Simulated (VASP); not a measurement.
Here is a VASP 6.6.1 calculation.

INCAR

```
PREC = Accurate
ENCUT = 500
EDIFF = 1E-6
ISMEAR = 0
SIGMA = 0.01
LREAL = F
LASPH = T
NELM = 120
ALGO = Normal
ISIF = 2
LWAVE = F
LCHARG = F
GGA = PS
NBANDS = 17
GGA_COMPAT = F
```

Contents of KPOINTS:

```
regular mesh
0
Gamma
  5 5 5
```

Contents of POSCAR:

```
PbSe
1.0
    3.8341214214      0.0000000000      0.0000000000
    0.0000000000      3.8341214214      0.0000000000
    0.0000000000      0.0000000000      3.8341214214
Pb Se
1 1
Direct
    0.0000000000      0.0000000000      0.0000000000
    0.5000000000      0.5000000000      0.5000000000
```

Potentials or basis: VASP PAW PBE potentials, release 64 (Pb_d, Se).

The run is started by

```console
$ cat potpaw_PBE.64/Pb_d/POTCAR potpaw_PBE.64/Se/POTCAR > POTCAR
$ mpirun -np 1 vasp_std > vasp.out
```

Task: Estimate the pressure.

Result: -4.4 GPa.

Task: Predict the band gap on the k mesh.

Result: 0.20 eV, indirect (least direct gap 1.21 eV).

Caveat: the PAW data sets were made with another functional, which shifts forces and pressure a little; spin-orbit coupling is left out, which moves the levels of the heavy elements. A k mesh can miss the band edges.
